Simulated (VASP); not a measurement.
Cl, 4 atoms in the cell. Symmetry: Cmce, No. 64, orthorhombic system. Conventional cell: a = 6.290 Å, b = 4.500 Å, c = 8.210 Å, α = 90.00°, β = 90.00°, γ = 90.00°. Cl (site symmetry m) has 1 Cl at 2.02 Å within 2.7 Å. 

| Quantity | Value |
| --- | --- |
| Program | VASP 6.6.1 |
| Task | single point |
| Functional | PBE-based screened hybrid with 10 % exact exchange |
| Potentials or basis | VASP PAW PBE potentials, release 64 (Cl) |
| Cutoff | 520 eV |
| k mesh | 4 × 4 × 2 |
| Occupations | fermi-dirac, width 0.05 eV |
| Spin | no spin polarisation |
| Dipole correction | no |
| Grid for exact exchange (PRECFOCK) | Normal |
| Share of exact exchange | 0.1 |
| Further INCAR settings | ALGO = Normal; EDIFF = 1e-07; NBANDS = 22 |
| Screening parameter | 0.20787 1/Å |

Potentials or basis: VASP PAW PBE potentials, release 64 (Cl).

Command:

```sh
$ cat potpaw_PBE.64/Cl/POTCAR > POTCAR
$ cp INCAR.step1 INCAR
$ mpirun -np 1 vasp_std > vasp.out
$ cp INCAR.step2 INCAR
$ mpirun -np 1 vasp_std > vasp.out
```

Hardware: 1 thread of Intel Xeon 8259CL (shared host).

How long does it take, and how much memory?

It took 38 min on 1 thread of Intel Xeon 8259CL, with other jobs on the host, peak memory 0.36 GiB. Counts: k points 14.
